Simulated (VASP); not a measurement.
# Sb (P4/mmm) in VASP: further runs

The runs below take Sb through single point, with PBEsol.

All numbers are computed with VASP 6.6.1; they aren't measurements. Logs are shortened: lines on timing, memory, paths and dates and some standing lists are left out, and cuts for length are marked.

### 1 The cell of the first run

It takes space group P4/mmm (No. 123, tetragonal). The conventional cell has a = 3.286 Å, b = 3.286 Å, c = 3.160 Å, α = 90.00°, β = 90.00°, γ = 90.00°. Within 4.2 Å of Sb (site symmetry 4/mmm) lie 6 Sb at 3.16 to 3.29 Å.

### 2 Single point, PBEsol (strain +0.040 along x and y, +0.000 along z)

The input, INCAR:

```
SYSTEM = Sb
PREC = Accurate
ENCUT = 520
EDIFF = 1E-6
ISMEAR = 0
SIGMA = 0.15
LREAL = .False.
LASPH = .True.
NELM = 60
ALGO = Normal
ISIF = 2
LWAVE = .False.
LCHARG = .False.
GGA = PS
NBANDS = 8
```

The input, KPOINTS:

```
regular mesh
0
Gamma
  16 16 16
  0 0 0
```

The input, POSCAR:

```
Sb
1.0
    3.2864000000      0.0000000000      0.0000000000
    0.0000000000      3.2864000000      0.0000000000
    0.0000000000      0.0000000000      3.1600000000
Sb
1
Direct
    0.0000000000      0.0000000000      0.0000000000
```

Potentials or basis: VASP PAW PBE potentials, release 64 (Sb).

Command:

```bash
cat potpaw_PBE.64/Sb/POTCAR > POTCAR
mpirun -np 1 vasp_std > vasp.out
```

OUTCAR:

```text
SYSTEM = Sb
   PREC = Accurate
   ENCUT = 520
   EDIFF = 1E-6
   ISMEAR = 0
   LREAL = .False.
   LASPH = .True.
   NELM = 60
   ISIF = 2
   GGA = PS

 ion  position               nearest neighbor table
   1  0.000  0.000  0.000-

  LATTYP: Found a simple tetragonal cell.
 ALAT       =     3.2864000000
 C/A-ratio  =     0.9615384615

  Lattice vectors:

 A1 = (   3.2864000000,   0.0000000000,   0.0000000000)
 A2 = (   0.0000000000,   3.2864000000,   0.0000000000)
 A3 = (   0.0000000000,   0.0000000000,   3.1600000000)

Analysis of symmetry for initial positions (statically):
=====================================================================
 Subroutine PRICEL returns:
 Original cell was already a primitive cell.

 Routine SETGRP: Setting up the symmetry group for a
 simple tetragonal supercell.

 Subroutine GETGRP returns: Found 16 space group operations
 (whereof 16 operations were pure point group operations)
 out of a pool of 16 trial point group operations.

The static configuration has the point symmetry D_4h.

Analysis of symmetry for dynamics (positions and initial velocities):
=====================================================================
 Subroutine PRICEL returns:
 Original cell was already a primitive cell.

 Routine SETGRP: Setting up the symmetry group for a
 simple tetragonal supercell.

 Subroutine GETGRP returns: Found 16 space group operations
 (whereof 16 operations were pure point group operations)
 out of a pool of 16 trial point group operations.

The dynamic configuration has the point symmetry D_4h.

 Subroutine INISYM returns: Found 16 space group operations
 (whereof 16 operations are pure point group operations),
 and found     1 'primitive' translations

----------------------------------------------------------------------------------------

                                     Primitive cell

  volume of cell :      34.1293

  direct lattice vectors                    reciprocal lattice vectors
     3.286400000  0.000000000  0.000000000     0.304284323  0.000000000  0.000000000
     0.000000000  3.286400000  0.000000000     0.000000000  0.304284323  0.000000000
     0.000000000  0.000000000  3.160000000     0.000000000  0.000000000  0.316455696

  length of vectors
     3.286400000  3.286400000  3.160000000     0.304284323  0.304284323  0.316455696

  position of ions in fractional coordinates (direct lattice)
     0.000000000  0.000000000  0.000000000

  ion indices of the primitive-cell ions
   primitive index   ion index
                 1           1

----------------------------------------------------------------------------------------

 KPOINTS: regular mesh

Automatic generation of k-mesh.
 Grid dimensions read from file:
 generate k-points for:   16   16   16

 Generating k-lattice:

  Cartesian coordinates                     Fractional coordinates (reciprocal lattice)
     0.019017770  0.000000000  0.000000000     0.062500000  0.000000000  0.000000000
     0.000000000  0.019017770  0.000000000     0.000000000  0.062500000  0.000000000
     0.000000000  0.000000000  0.019778481     0.000000000  0.000000000  0.062500000

  Length of vectors
     0.019017770  0.019017770  0.019778481

  Shift w.r.t. Gamma in fractional coordinates (k-lattice)
     0.000000000  0.000000000  0.000000000

 Subroutine IBZKPT returns following result:
 ===========================================

 Found    405 irreducible k-points:

 Following reciprocal coordinates:
            Coordinates               Weight
  0.000000  0.000000  0.000000      1.000000
  0.062500  0.000000  0.000000      4.000000
  0.125000  0.000000  0.000000      4.000000
  0.187500  0.000000  0.000000      4.000000
  0.250000  0.000000  0.000000      4.000000
  0.312500  0.000000  0.000000      4.000000
[... 16 lines left out ...]
  0.437500  0.125000  0.000000      8.000000
  0.500000  0.125000  0.000000      4.000000
 [... further k-points ...]
   k-points           NKPTS =    405   k-points in BZ     NKDIM =    405   number of bands    NBANDS=      8
   number of dos      NEDOS =    301   number of ions     NIONS =      1
   total plane-waves  NPLWV =  13824
   dimension x,y,z NGX =    24 NGY =   24 NGZ =   24
   dimension x,y,z NGXF=    48 NGYF=   48 NGZF=   48
   ions per type =               1
   NGX,Y,Z   is equivalent  to a cutoff of  12.14, 12.14, 12.63 a.u.
   NGXF,Y,Z  is equivalent  to a cutoff of  24.28, 24.28, 25.25 a.u.
 SYSTEM =  Sb
   PREC   = accura    normal or accurate (medium, high low for compatibility)
   ISTART =      0    job   : 0-new  1-cont  2-samecut
   ICHARG =      2    charge: 1-file 2-atom 10-const
   ISPIN  =      1    spin polarized calculation?
   LNONCOLLINEAR =      F non collinear calculations
   LSORBIT =      F    spin-orbit coupling
   LASPH  =      T    aspherical Exc in radial PAW
   ENCUT  =  520.0 eV  38.22 Ry    6.18 a.u.   6.11  6.11  5.88*2*pi/ulx,y,z
   NELM   =     60;   NELMIN=  2; NELMDL= -5     # of ELM steps
   EDIFF  = 0.1E-05   stopping-criterion for ELM
   LREAL  =      F    real-space projection
   EDIFFG = 0.1E-04   stopping-criterion for IOM
   NSW    =      0    number of steps for IOM
   IBRION =     -1    ionic relax: 0-MD 1-quasi-New 2-CG
   NFREE  =      0    steps in history (QN), initial steepest desc. (CG)
   ISIF   =      2    stress and relaxation
   ISYM   =      2    0-nonsym 1-usesym 2-fastsym
   POTIM  = 0.5000    time-step for ionic-motion
   TEBEG  =    0.0;   TEEND  =   0.0 temperature during run
   PSTRESS=    0.0 pullay stress
   NELECT =       5.0000    total number of electrons
   NUPDOWN=      -1.0000    fix difference up-down
   EMIN   =  10.00;   EMAX   =-10.00  energy-range for DOS
   EFERMI =   0.00;   METHOD = LEGACY
   ISMEAR =     0;   SIGMA  =   0.15  broadening in eV -4-tet -1-fermi 0-gaus
   EFERMI_NEDOS =   21; number of points for ismear=-14 and -15
   IALGO  =     38    algorithm
   IMIX   =      4    mixing-type and parameters
     AMIX     =   0.40;   BMIX     =  1.00
     AMIX_MAG =   1.60;   BMIX_MAG =  1.00
  volume/ion in A,a.u.               =      34.13       230.32
  Fermi-wavevector in a.u.,A,eV,Ry     =   0.863023  1.630876 10.133729  0.744808
  Thomas-Fermi vector in A             =   1.980911
   LORBIT       =      0    0 simple, 1 ext, 2 COOP (PROOUT), +10 PAW based schemes
   GGA     = PS    functional components
   LHFCALC =     F    Hartree Fock is set to
   AEXX    =    0.0000 exact exchange contribution
   IVDW    =     0    specifies the selected vdW correction
   LEPSILON=     F    determine dielectric tensor
   LRPA    =     F    only Hartree local field effects (RPA)
 non-spin polarized calculation
 Gauss-broadening in eV      SIGMA  =   0.15
  energy-cutoff  :      520.00
  volume of cell :       34.13
 maximum number of plane-waves:       944
   NGX = 13   NGY = 13   NGZ = 11

 number of electron       5.0000000 magnetization

 Free energy of the ion-electron system (eV)
  ---------------------------------------------------
  ext. energy  EPLUGINS =         0.00000000
  ---------------------------------------------------
  free energy    TOTEN  =        -4.38363992 eV

  energy without entropy =       -4.37708036  energy(sigma->0) =       -4.38036014

 E-fermi :   5.3982     XC(G=0):  -9.1961

 val. band max:        5.3981662269   @ k =   0.3750   0.3750   0.3125
 cond. band min:       5.4081707608   @ k =   0.0000   0.0000   0.1875
 fundamental gap:      0.0100045339
 Fermi energy:         5.3982166796

 k-point     1 :       0.0000    0.0000    0.0000
  band No.  band energies     occupation
      1      -6.0585      2.00000
      2       7.9967      0.00000
      3       7.9967      0.00000
      4       8.9742      0.00000
      5      12.0024      0.00000
      6      12.0793      0.00000
      7      13.1277      0.00000
      8      21.9874      0.00000

 k-point     2 :       0.0625    0.0000    0.0000
  band No.  band energies     occupation
      1      -6.0120      2.00000
      2       7.3951      0.00000
      3       8.0404      0.00000
      4       9.0182      0.00000
      5      12.0830      0.00000
      6      12.6642      0.00000
      7      13.2309      0.00000
      8      21.3762      0.00000

 k-point     3 :       0.1250    0.0000    0.0000
  band No.  band energies     occupation
      1      -5.8743      2.00000
      2       6.1788      0.00000
      3       8.1685      0.00000
      4       9.1471      0.00000
      5      12.2122      0.00000
      6      13.2008      0.00000
      7      14.2762      0.00000
      8      20.3475      0.00000

 k-point     4 :       0.1875    0.0000    0.0000
  band No.  band energies     occupation
      1      -5.6506      2.00000
      2       4.8626      2.00000
      3       8.3719      0.00000
      4       9.3517      0.00000
      5      12.4230      0.00000
      6      13.4443      0.00000
      7      15.9304      0.00000
      8      19.3021      0.00000

 k-point     5 :       0.2500    0.0000    0.0000
  band No.  band energies     occupation
      1      -5.3524      2.00000
      2       3.6082      2.00000
      3       8.6332      0.00000
      4       9.6146      0.00000
      5      12.7119      0.00000
      6      13.7532      0.00000
      7      17.5226      0.00000
      8      18.3230      0.00000

 k-point     6 :       0.3125    0.0000    0.0000
  band No.  band energies     occupation
      1      -5.0021      2.00000
      2       2.4888      2.00000
      3       8.9241      0.00000
      4       9.9071      0.00000
      5      13.0681      0.00000
      6      14.1428      0.00000
      7      17.4605      0.00000
      8      17.9483      0.00000

 k-point     7 :       0.3750    0.0000    0.0000
  band No.  band energies     occupation
      1      -4.6430      2.00000
      2       1.5696      2.00000
      3       9.2016      0.00000
      4      10.1860      0.00000
      5      13.4638      0.00000
      6      14.6107      0.00000
      7      16.7687      0.00000
      8      17.2103      0.00000

 k-point     8 :       0.4375    0.0000    0.0000
  band No.  band energies     occupation
      1      -4.3528      2.00000
      2       0.9397      2.00000
      3       9.4080      0.00000
      4      10.3933      0.00000
      5      13.8255      0.00000
      6      15.1414      0.00000
      7      16.3115      0.00000
      8      16.4635      0.00000

 k-point     9 :       0.5000    0.0000    0.0000
  band No.  band energies     occupation
      1      -4.2369      2.00000
      2       0.7100      2.00000
      3       9.4854      0.00000
      4      10.4711      0.00000
      5      13.9890      0.00000
      6      15.5818      0.00000
      7      15.9589      0.00000
      8      16.1501      0.00000

 k-point    10 :       0.0625    0.0625    0.0000
  band No.  band energies     occupation
      1      -5.9656      2.00000
      2       7.4284      0.00000
      3       7.4506      0.00000
      4       9.0621      0.00000
      5      12.6864      0.00000
      6      12.7298      0.00000
      7      13.3260      0.00000
      8      20.6702      0.00000
[... 78 lines left out ...]
 k-point    18 :       0.1250    0.1250    0.0000
  band No.  band energies     occupation
      1      -5.6900      2.00000
      2       6.3259      0.00000
      3       6.3881      0.00000
      4       9.3201      0.00000
      5      13.2858      0.00000
      6      14.3055      0.00000
      7      14.4833      0.00000
      8      18.4139      0.00000

 k-point    19 :       0.1875    0.1250    0.0000
  band No.  band energies     occupation
      1      -5.4662      2.00000
      2       5.0415      1.99923
      3       6.5717      0.00000
      4       9.5247      0.00000
      5      13.5064      0.00000
      6      14.5253      0.00000
      7      15.8636      0.00000
      8      17.5223      0.00000

 k-point    20 :       0.2500    0.1250    0.0000
  band No.  band energies     occupation
      1      -5.1678      2.00000
      2       3.7881      2.00000
      3       6.8512      0.00000
      4       9.7875      0.00000
      5      13.7817      0.00000
      6      14.5654      0.00000
      7      16.1237      0.00000
      8      18.1279      0.00000

 k-point    21 :       0.3125    0.1250    0.0000
  band No.  band energies     occupation
      1      -4.8172      2.00000
      2       2.6687      2.00000
      3       7.1715      0.00000
      4      10.0800      0.00000
      5      14.0324      0.00000
      6      14.3375      0.00000
      7      15.9654      0.00000
      8      18.4886      0.00000

 k-point    22 :       0.3750    0.1250    0.0000
  band No.  band energies     occupation
      1      -4.4577      2.00000
      2       1.7492      2.00000
      3       7.4889      0.00000
      4      10.3587      0.00000
      5      13.6287      0.00000
      6      14.5691      0.00000
      7      16.1807      0.00000
      8      17.8194      0.00000

 k-point    23 :       0.4375    0.1250    0.0000
  band No.  band energies     occupation
      1      -4.1671      2.00000
      2       1.1189      2.00000
      3       7.7353      0.00000
      4      10.5658      0.00000
      5      13.1877      0.00000
      6      14.9148      0.00000
      7      16.5387      0.00000
      8      17.3754      0.00000

 k-point    24 :       0.5000    0.1250    0.0000
  band No.  band energies     occupation
      1      -4.0510      2.00000
      2       0.8889      2.00000
      3       7.8308      0.00000
      4      10.6435      0.00000
      5      13.0194      0.00000
      6      15.0758      0.00000
      7      16.9324      0.00000
      8      16.9700      0.00000

 [... further k-points ...]
[... 5 lines left out ...]
  --------------------------------------------------------------------------------------
  -------------------------------------------------------------------------------------
  Total       -1.6799278     -1.6799278     -1.2735640      0.0000000      0.0000000      0.0000000
  in kB      -78.8629985    -78.8629985    -59.7865412      0.0000000      0.0000000      0.0000000
  external PRESSURE =     -72.5041794 kB  Pullay stress =       0.0000000 kB

 VOLUME and BASIS-vectors are now :
 -----------------------------------------------------------------------------
  energy-cutoff  :      520.00
  volume of cell :       34.13
      direct lattice vectors                 reciprocal lattice vectors
     3.286400000  0.000000000  0.000000000     0.304284323  0.000000000  0.000000000
     0.000000000  3.286400000  0.000000000     0.000000000  0.304284323  0.000000000
     0.000000000  0.000000000  3.160000000     0.000000000  0.000000000  0.316455696

 POSITION                                       TOTAL-FORCE (eV/Angst)
 -----------------------------------------------------------------------------------
      0.00000      0.00000      0.00000         0.000000      0.000000      0.000000
 -----------------------------------------------------------------------------------
    total drift:                               -0.000000      0.000000      0.000000

  FREE ENERGIE OF THE ION-ELECTRON SYSTEM (eV)
  ---------------------------------------------------
  free  energy   TOTEN  =        -4.3836399242 eV

  energy  without entropy=       -4.3770803621  energy(sigma->0) =       -4.38036014
```

It took 21 s on 1 thread of Intel Xeon Platinum 8375C at 2.90GHz (Ice Lake), shared host; peak memory 0.22 GiB.

Results:

```yaml
Free_energy: -4.3836 eV
Pressure: -7.3 GPa
```

Caveat: the cell differs from its parent crystal (strain +0.040 along x and y, +0.000 along z); the PAW data sets were made with another functional, which shifts forces and pressure a little; spin-orbit coupling is left out, which moves the levels of the heavy elements.

(Part 1 of 2 ends here.)
